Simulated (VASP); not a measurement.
# Be4Se3 (Cmmm) in VASP: relaxation of cell and atoms with PBE

Aim: the relaxation of cell and atoms of Be4Se3 with PBE.

Everything below comes from runs of VASP 6.6.1. Logs are shortened: lines on timing, memory, paths and dates and some standing lists are left out, and cuts for length are marked.

### Step 1. The cell of the first run

Symmetry: Cmmm, No. 65, orthorhombic system. The conventional cell has a = 6.772 Å, b = 9.407 Å, c = 3.386 Å, α = 90.00°, β = 90.00°, γ = 90.00°. Within 3.1 Å of Be (site symmetry 2mm) lie 4 Se at 2.35 to 2.41 Å. Within 3.5 Å of Be (site symmetry m2m) lie 5 Se at 2.40 to 2.45 Å and 12 Be at 3.28 to 3.43 Å. Within 3.1 Å of Se (site symmetry 2/m) lie 6 Be at 2.35 to 2.40 Å. Within 3.2 Å of Se (site symmetry mmm) lie 6 Be at 2.41 to 2.45 Å.

The cell was generated, and may not be a known phase.

### Step 2. Relaxation of cell and atoms, PBE

INCAR

```
PREC = Accurate
ENCUT = 600
EDIFF = 1E-6
ISMEAR = 0
SIGMA = 0.2
LREAL = F
LASPH = T
NELM = 60
ALGO = Normal
ISIF = 3
LWAVE = F
LCHARG = F
GGA = PE
IBRION = 2
NSW = 36
EDIFFG = -0.08
```

KPOINTS

```
Automatic mesh
0
Gamma
  3 3 5
```

POSCAR

```
Be4Se3
1.0
    3.3857904600     -4.7034331100      0.0000000000
    3.3857904600      4.7034331100      0.0000000000
    0.0000000000      0.0000000000      3.3862478600
Be Se
4 3
Direct
    0.2531226300      0.2531226300      0.5000000000
    0.7468773700      0.7468773700      0.5000000000
    0.7399198000      0.2600802000      0.0000000000
    0.2600802000      0.7399198000      0.0000000000
    0.5000000000      0.0000000000      0.5000000000
    0.0000000000      0.5000000000      0.5000000000
    0.0000000000      0.0000000000      0.0000000000
```

Potentials or basis: VASP PAW PBE potentials, release 64 (Be, Se).

Launch:

```
cat potpaw_PBE.64/Be/POTCAR potpaw_PBE.64/Se/POTCAR > POTCAR
mpirun -np 1 vasp_std > vasp.out
```

OUTCAR:

```text
PREC = Accurate
   ENCUT = 600
   EDIFF = 1E-6
   ISMEAR = 0
   LREAL = F
   LASPH = T
   NELM = 60
   ISIF = 3
   GGA = PE
   IBRION = 2
   NSW = 36
   EDIFFG = -0.08

 ion  position               nearest neighbor table
   1  0.253  0.253  0.500-   5 2.35   6 2.35   7 2.41   7 2.41
   2  0.747  0.747  0.500-   5 2.35   6 2.35   7 2.41   7 2.41
   3  0.740  0.260  0.000-   5 2.40   6 2.40   5 2.40   6 2.40   7 2.45
   4  0.260  0.740  0.000-   5 2.40   6 2.40   5 2.40   6 2.40   7 2.45
   5  0.500  0.000  0.500-   1 2.35   2 2.35   3 2.40   4 2.40   3 2.40   4 2.40
   6  0.000  0.500  0.500-   1 2.35   2 2.35   3 2.40   4 2.40   3 2.40   4 2.40
   7  0.000  0.000  0.000-   1 2.41   2 2.41   1 2.41   2 2.41   3 2.45   4 2.45

  LATTYP: Found a base centered orthorhombic cell.
 ALAT       =     6.7715809200
 B/A-ratio  =     1.3891683982
 C/A-ratio  =     0.5000675470

  Lattice vectors:

 A1 = (   3.3857904600,  -4.7034331100,   0.0000000000)
 A2 = (   3.3857904600,   4.7034331100,   0.0000000000)
 A3 = (   0.0000000000,   0.0000000000,   3.3862478600)

Analysis of symmetry for initial positions (statically):
=====================================================================
 Subroutine PRICEL returns:
 Original cell was already a primitive cell.

 Routine SETGRP: Setting up the symmetry group for a
 base centered orthorhombic supercell.

 Subroutine GETGRP returns: Found  8 space group operations
 (whereof  8 operations were pure point group operations)
 out of a pool of  8 trial point group operations.

The static configuration has the point symmetry D_2h.

Analysis of symmetry for dynamics (positions and initial velocities):
=====================================================================
 Subroutine PRICEL returns:
 Original cell was already a primitive cell.

 Routine SETGRP: Setting up the symmetry group for a
 base centered orthorhombic supercell.

 Subroutine GETGRP returns: Found  8 space group operations
 (whereof  8 operations were pure point group operations)
 out of a pool of  8 trial point group operations.

The dynamic configuration has the point symmetry D_2h.

 Subroutine INISYM returns: Found  8 space group operations
 (whereof  8 operations are pure point group operations),
 and found     1 'primitive' translations

----------------------------------------------------------------------------------------

                                     Primitive cell

  volume of cell :     107.8509

  direct lattice vectors                    reciprocal lattice vectors
     3.385790460 -4.703433110  0.000000000     0.147676002 -0.106305328  0.000000000
     3.385790460  4.703433110  0.000000000     0.147676002  0.106305328  0.000000000
     0.000000000  0.000000000  3.386247860     0.000000000  0.000000000  0.295312110

  length of vectors
     5.795330884  5.795330884  3.386247860     0.181958854  0.181958854  0.295312110

  position of ions in fractional coordinates (direct lattice)
     0.253122630  0.253122630  0.500000000
     0.746877370  0.746877370  0.500000000
     0.739919800  0.260080200  0.000000000
     0.260080200  0.739919800  0.000000000
     0.500000000  0.000000000  0.500000000
     0.000000000  0.500000000  0.500000000
     0.000000000  0.000000000  0.000000000

  ion indices of the primitive-cell ions
   primitive index   ion index
                 1           1
                 2           2
                 3           3
                 4           4
                 5           5
                 6           6
                 7           7

----------------------------------------------------------------------------------------

 KPOINTS: Automatic mesh

Automatic generation of k-mesh.
 Grid dimensions read from file:
 generate k-points for:    3    3    5

 Generating k-lattice:

  Cartesian coordinates                     Fractional coordinates (reciprocal lattice)
     0.049225334 -0.035435109  0.000000000     0.333333333  0.000000000  0.000000000
     0.049225334  0.035435109  0.000000000     0.000000000  0.333333333  0.000000000
     0.000000000  0.000000000  0.059062422     0.000000000  0.000000000  0.200000000

  Length of vectors
     0.060652951  0.060652951  0.059062422

  Shift w.r.t. Gamma in fractional coordinates (k-lattice)
     0.000000000  0.000000000  0.000000000

 Subroutine IBZKPT returns following result:
 ===========================================

 Found     12 irreducible k-points:

 Following reciprocal coordinates:
            Coordinates               Weight
  0.000000  0.000000  0.000000      1.000000
  0.333333  0.000000  0.000000      4.000000
  0.333333  0.333333  0.000000      2.000000
 -0.333333  0.333333  0.000000      2.000000
  0.000000  0.000000  0.200000      2.000000
  0.333333  0.000000  0.200000      8.000000
  0.333333  0.333333  0.200000      4.000000
 -0.333333  0.333333  0.200000      4.000000
  0.000000  0.000000  0.400000      2.000000
  0.333333  0.000000  0.400000      8.000000
  0.333333  0.333333  0.400000      4.000000
 -0.333333  0.333333  0.400000      4.000000
   k-points           NKPTS =     12   k-points in BZ     NKDIM =     12   number of bands    NBANDS=     17
   number of dos      NEDOS =    301   number of ions     NIONS =      7
   total plane-waves  NPLWV =  64512
   dimension x,y,z NGX =    48 NGY =   48 NGZ =   28
   dimension x,y,z NGXF=    96 NGYF=   96 NGZF=   56
   ions per type =               4   3
   NGX,Y,Z   is equivalent  to a cutoff of  13.77, 13.77, 13.75 a.u.
   NGXF,Y,Z  is equivalent  to a cutoff of  27.54, 27.54, 27.49 a.u.
 SYSTEM =  unknown system
   PREC   = accura    normal or accurate (medium, high low for compatibility)
   ISTART =      0    job   : 0-new  1-cont  2-samecut
   ICHARG =      2    charge: 1-file 2-atom 10-const
   ISPIN  =      1    spin polarized calculation?
   LNONCOLLINEAR =      F non collinear calculations
   LSORBIT =      F    spin-orbit coupling
   LASPH  =      T    aspherical Exc in radial PAW
   ENCUT  =  600.0 eV  44.10 Ry    6.64 a.u.  11.57 11.57  6.76*2*pi/ulx,y,z
   NELM   =     60;   NELMIN=  2; NELMDL= -5     # of ELM steps
   EDIFF  = 0.1E-05   stopping-criterion for ELM
   LREAL  =      F    real-space projection
   EDIFFG = -.8E-01   stopping-criterion for IOM
   NSW    =     36    number of steps for IOM
   IBRION =      2    ionic relax: 0-MD 1-quasi-New 2-CG
   NFREE  =      1    steps in history (QN), initial steepest desc. (CG)
   ISIF   =      3    stress and relaxation
   ISYM   =      2    0-nonsym 1-usesym 2-fastsym
   POTIM  = 0.5000    time-step for ionic-motion
   TEBEG  =    0.0;   TEEND  =   0.0 temperature during run
   PSTRESS=    0.0 pullay stress
   NELECT =      26.0000    total number of electrons
   NUPDOWN=      -1.0000    fix difference up-down
   EMIN   =  10.00;   EMAX   =-10.00  energy-range for DOS
   EFERMI =   0.00;   METHOD = LEGACY
   ISMEAR =     0;   SIGMA  =   0.20  broadening in eV -4-tet -1-fermi 0-gaus
   EFERMI_NEDOS =   21; number of points for ismear=-14 and -15
   IALGO  =     38    algorithm
   IMIX   =      4    mixing-type and parameters
     AMIX     =   0.40;   BMIX     =  1.00
     AMIX_MAG =   1.60;   BMIX_MAG =  1.00
  volume/ion in A,a.u.               =      15.41       103.97
  Fermi-wavevector in a.u.,A,eV,Ry     =   1.018884  1.925411 14.124539  1.038124
  Thomas-Fermi vector in A             =   2.152367
   LORBIT       =      0    0 simple, 1 ext, 2 COOP (PROOUT), +10 PAW based schemes
   GGA     = PE    functional components
   LHFCALC =     F    Hartree Fock is set to
   AEXX    =    0.0000 exact exchange contribution
   IVDW    =     0    specifies the selected vdW correction
   LEPSILON=     F    determine dielectric tensor
   LRPA    =     F    only Hartree local field effects (RPA)
 conjugate gradient relaxation of ions
 non-spin polarized calculation
 Gauss-broadening in eV      SIGMA  =   0.20
  energy-cutoff  :      600.00
  volume of cell :      107.85
 maximum number of plane-waves:      3635
 NGX is ok and might be reduce to    48
   NGX = 23   NGY = 23   NGZ = 13

--------------------------------------- Ionic step        1  -------------------------------------------

 number of electron      26.0000002 magnetization

 Free energy of the ion-electron system (eV)
  ---------------------------------------------------
  ext. energy  EPLUGINS =         0.00000000
  ---------------------------------------------------
  free energy    TOTEN  =       -24.69380519 eV

  energy without entropy =      -24.67684601  energy(sigma->0) =      -24.68532560

------------------------ aborting loop because EDIFF is reached ----------------------------------------

  FORCE on cell =-STRESS in cart. coord.  units (eV):
  Direction    XX          YY          ZZ          XY          YZ          ZX
  --------------------------------------------------------------------------------------
  -------------------------------------------------------------------------------------
  Total       -1.5704789      0.6647731      1.4402569      0.0000000      0.0000000      0.0000000
  in kB      -23.3302238      9.8755262     21.3957129      0.0000000      0.0000000      0.0000000
  external PRESSURE =       2.6470051 kB  Pullay stress =       0.0000000 kB
[... 272 lines left out ...]
  energy  without entropy=      -24.7361931578  energy(sigma->0) =      -24.74572434

--------------------------------------- Ionic step        8  -------------------------------------------

 number of electron      26.0000003 magnetization

 Free energy of the ion-electron system (eV)
  ---------------------------------------------------
  ext. energy  EPLUGINS =         0.00000000
  ---------------------------------------------------
  free energy    TOTEN  =       -24.76315161 eV

  energy without entropy =      -24.74248186  energy(sigma->0) =      -24.75281674

 E-fermi :   5.4771     XC(G=0):  -9.7543

 val. band max:        5.2570355754   @ k =   0.0000   0.0000   0.4000
 cond. band min:       5.4808790748   @ k =   0.0000   0.0000   0.0000
 fundamental gap:      0.2238434994
 Fermi energy:         5.4770501566

 k-point     1 :       0.0000    0.0000    0.0000
  band No.  band energies     occupation
      1     -10.5835      2.00000
      2      -8.8063      2.00000
      3      -8.2453      2.00000
      4      -2.8536      2.00000
      5      -1.8928      2.00000
      6      -1.0691      2.00000
[... 9 lines left out ...]
     16       7.9535      0.00000
     17       8.4087      0.00000
[... 252 lines left out ...]
  FREE ENERGIE OF THE ION-ELECTRON SYSTEM (eV)
  ---------------------------------------------------
  free  energy   TOTEN  =       -24.7631516140 eV

  energy  without entropy=      -24.7424818640  energy(sigma->0) =      -24.75281674

 reached required accuracy - stopping structural energy minimisation
```

Run time: 3.6 min. Hardware: 1 thread of AMD EPYC 7R13, shared host; peak memory 0.25 GiB.

Results:

```yaml
Free_energy: -24.7632 eV
Relaxed_volume: 15.72 Å³/atom
Relaxed_cell: a = 5.841 Å, b = 5.841 Å, c = 3.441 Å, α = 90.00°, β = 90.00°, γ = 110.38°
Space_group_after_relaxing_to_0.1_Å: Cmmm (No. 65)
Energy_gained_by_relaxing: 9.9 meV/atom
Ionic_steps: 8
Pressure_after_relaxing: -0.4 GPa
Largest_force_after_relaxing: 0.078 eV/Å
Band_gap_on_the_k_mesh: zero (bands 13 and 14 overlap by 0.34 eV)
```

Forces on the atoms (eV/Å):
```
Be   0.078  0.000  0.000
Be  -0.078  0.000  0.000
Be   0.000  0.022  0.000
Be   0.000 -0.022  0.000
Se   0.000  0.000  0.000
Se   0.000  0.000  0.000
Se   0.000  0.000  0.000
```

Stress tensor (GPa, compression positive):
```
-0.68  0.00  0.00
 0.00  0.41  0.00
 0.00  0.00 -0.80
```

The path:
| step | energy change (eV) | largest force (eV/Å) | pressure (GPa) | volume (Å³) |
| --- | --- | --- | --- | --- |
| 1 | 0.0000 | 0.2755 | 0.26 | 107.85 |
| 2 | -0.0317 | 0.2429 | 0.14 | 108.24 |
| 3 | -0.0378 | 0.2226 | 0.09 | 108.48 |
| 4 | -0.0443 | 0.1903 | 0.06 | 108.70 |
| 5 | -0.0561 | 0.0957 | 0.00 | 109.35 |
| 6 | -0.0575 | 0.1390 | -0.01 | 109.67 |
| 7 | -0.0615 | 0.1206 | -0.11 | 109.77 |
| 8 | -0.0693 | 0.0777 | -0.36 | 110.05 |

Final structure:
```
Be Se
1.0
     3.33434   -4.79545    0.00000
     3.33434    4.79545    0.00000
     0.00000    0.00000    3.44140
Be Se
4 3
Direct
  0.25643 0.25643 0.50000
  0.74357 0.74357 0.50000
  0.75545 0.24455 0.00000
  0.24455 0.75545 0.00000
  0.50000 0.00000 0.50000
  0.00000 0.50000 0.50000
  0.00000 0.00000 0.00000
```

Levels at points of the mesh, in eV from the Fermi level:
```csv
k point,band 10,band 11,band 12,band 13,band 14,band 15,band 16,band 17
"(0.00, 0.00, 0.00)",-1.53,-1.45,-1.42,-1.22,0.00,2.40,2.48,2.93
```

Caveat: the k points lie up to 0.38 Å⁻¹ apart in the final cell; semilocal functionals underestimate gaps, and a narrow one can read as zero; the relaxation stopped at a loose force limit of 0.08 eV/Å, so its end isn't a converged minimum.

The gap in the log of VASP goes by the Fermi energy; the results here count the filled bands.